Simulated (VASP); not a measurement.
# Na: single point with PBEsol

The system is Na.

```
CELL_PARAMETERS angstrom
3.76700 0.00000 0.00000
-1.88350 3.26232 0.00000
0.00000 0.00000 6.24631
ATOMIC_POSITIONS crystal
Na 0.33333 0.66667 0.25000
Na 0.66667 0.33333 0.75000
```

This cell differs from its parent crystal: strain +0.000 along x and y, +0.015 along z.

- Program: VASP 6.6.1
- Task: single point
- Functional: PBEsol
- Potentials or basis: VASP PAW PBE potentials, release 64 (Na_pv)
- Cutoff: 520 eV
- k mesh: 12 × 12 × 8
- Occupations: gaussian, width 0.15 eV
- Spin: no spin polarisation

```
Pressure               : -0.4 GPa
Band gap on the k mesh : zero (bands 7 and 8 overlap by 4.28 eV)
```

Stress tensor (GPa, compression positive):
```
-0.33  0.00  0.00
 0.00 -0.33  0.00
 0.00  0.00 -0.62
```

Levels at points of the mesh, in eV from the Fermi level:
| k point | band 5 | band 6 | band 7 | band 8 | band 9 | band 10 |
| --- | --- | --- | --- | --- | --- | --- |
| (0.00, 0.00, 0.00) | -24.80 | -24.80 | -3.20 | 0.49 | 0.85 | 9.92 |
| (0.50, 0.00, 0.00) | -24.81 | -24.80 | 0.28 | 0.39 | 3.77 | 3.78 |
| (0.00, 0.00, 0.50) | -24.80 | -24.80 | -2.21 | -2.21 | 5.25 | 5.25 |
| (0.50, 0.00, 0.50) | -24.81 | -24.81 | 1.06 | 1.06 | 1.53 | 1.53 |

Run time: 34 s on 1 thread of Intel(R) Xeon(R) 6975P-C (Granite Rapids), on a shared host, peak memory 0.22 GiB.

Caveat: the cell differs from its parent crystal (strain +0.000 along x and y, +0.015 along z); the PAW data sets were made with another functional, which shifts forces and pressure a little.
